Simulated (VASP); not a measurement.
Runs of VASP 6.6.1 on Sb. The structure is that of space group P6_3/mmc (No. 194), or close to it. The cells are those of the table. 

```csv
task,cell,k mesh,cutoff (eV),gap on the mesh (eV),pressure (GPa)
single point,"a = 3.358, b = 3.358, c = 5.548 Å, angles 90.0, 90.0, 120.0°, 2 atoms",12 × 12 × 8,520,none,-0.1
single point,"a = 3.335, b = 3.335, c = 5.617 Å, angles 90.0, 90.0, 120.0°, 2 atoms",6 × 6 × 4,520,none,(a)
relaxation of cell and atoms,"relaxed from a = 2.965, b = 2.965, c = 4.587 Å, angles 90.0, 90.0, 120.0°, 2 atoms",6 × 6 × 4,600,none,0.0
single point,"a = 2.965, b = 2.965, c = 4.587 Å, angles 90.0, 90.0, 120.0°, 2 atoms",6 × 6 × 4,520,none,74.5
```

Alike in all rows: level r2SCAN; potentials or basis VASP PAW PBE potentials, release 64 (Sb); no spin polarisation; smearing gaussian 0.1 eV.

Q: Fill in the values left out.

A: (a) -0.2.

Caveats: some runs use coarse meshes; the PAW data sets were made with another functional, which shifts forces and pressure a little; spin-orbit coupling is left out, which moves the levels of the heavy elements.

A k mesh can miss the band edges, and the runs leave out spin-orbit coupling on Sb.

A gap of «none» marks levels without a gap at the run's occupations.
